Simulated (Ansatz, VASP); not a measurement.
TlCClO2: VASP beside Ansatz

INCAR

```
SYSTEM = TlCClO2
PREC = Accurate
ENCUT = 1340
EDIFF = 1E-6
ISMEAR = -1
SIGMA = 0.0184
LREAL = .FALSE.
LASPH = .TRUE.
NELM = 120
ALGO = Normal
ISIF = 2
LWAVE = .FALSE.
LCHARG = .TRUE.
GGA = PS
LELF = .TRUE.
LVHAR = .TRUE.
NBANDS = 47
GGA_COMPAT = .FALSE.
```

KPOINTS

```
Automatic mesh
0
G
  4 4 2
  0 0 0
```

The input POSCAR:

```
TlCClO2
1.0
    2.9887290000      2.9536660000      0.0000000000
    2.9887290000     -2.9536660000      0.0000000000
    0.8643680000      0.0000000000     -9.4393650000
C Cl O Tl
2 2 4 2
Direct
    0.6330000000      0.3670000000      0.5000000000
    0.3670000000      0.6330000000      0.5000000000
    0.2730000000      0.2730000000      0.8811000000
    0.7270000000      0.7270000000      0.1189000000
    0.7880000000      0.3280000000      0.6109000000
    0.6720000000      0.2120000000      0.3891000000
    0.2120000000      0.6720000000      0.3891000000
    0.3280000000      0.7880000000      0.6109000000
    0.7732000000      0.7732000000      0.7770000000
    0.2268000000      0.2268000000      0.2230000000
```

Input for Ansatz:

```yaml
crystal:
  lattice:
    - [2.988729, 2.953666, 0.0]
    - [2.988729, -2.953666, 0.0]
    - [0.864368, 0.0, -9.439365]
  atoms:
    - { symbol: C, position: [0.633, 0.367, 0.5] }
    - { symbol: C, position: [0.367, 0.633, 0.5] }
    - { symbol: Cl, position: [0.273, 0.273, 0.8811] }
    - { symbol: Cl, position: [0.727, 0.727, 0.1189] }
    - { symbol: O, position: [0.788, 0.328, 0.6109] }
    - { symbol: O, position: [0.672, 0.212, 0.3891] }
    - { symbol: O, position: [0.212, 0.672, 0.3891] }
    - { symbol: O, position: [0.328, 0.788, 0.6109] }
    - { symbol: Tl, position: [0.7732, 0.7732, 0.777] }
    - { symbol: Tl, position: [0.2268, 0.2268, 0.223] }
  symmetry: { tolerance: 0.0003 }
kpoints:
  mp_grid: { grid: [4, 4, 2], shift: [0, 0, 0] }
magnetization:
  spin_polarized: false
scf:
  occupations: { method: fermi_dirac, width: 0.0184 }
hamiltonian:
  pseudopotentials: { kind: paw }
  xc: pbesol
basis:
  ecutwfc: 420
output:
  forces: true
  stress: true
  eigenvalues: true
```

Alike in both runs: task single point; functional PBEsol; k mesh 4 × 4 × 2; occupations fermi-dirac, width 0.0184 eV; no spin polarisation.

|  | VASP | Ansatz |
| --- | --- | --- |
| version | VASP 6.6.1 | Ansatz 0.2.0 |
| potentials or method | VASP PAW PBE potentials, release 64 (C_h, Cl, O_h, Tl_d), cutoff 1340 eV | PAW plane waves |
| valence electrons in the cell | 72 | 72 |

VASP gave:

```
gap on the k mesh at the Fermi level (eV)                     : none
pressure (GPa)                                                : -4.0
traceless stress, the component that is largest in VASP (GPa) : 1.97
rms of the force components (eV/Å)                            : 0.416
```

Task: What did Ansatz give for the same quantities?

Result: gap on the k mesh at the Fermi level (eV): none; pressure (GPa): -4.0; traceless stress, the component that is largest in VASP (GPa): 2.07; rms of the force components (eV/Å): 0.437.

VASP's potentials were made for PBE, not for PBEsol. Atom by atom the forces differ by 0.021 eV/Å (rms over components). A gap of «none» marks a metal or a gap that the smearing closes.

The k mesh is coarse, so the values compare programs but aren't converged. Neither program's run includes spin-orbit coupling.
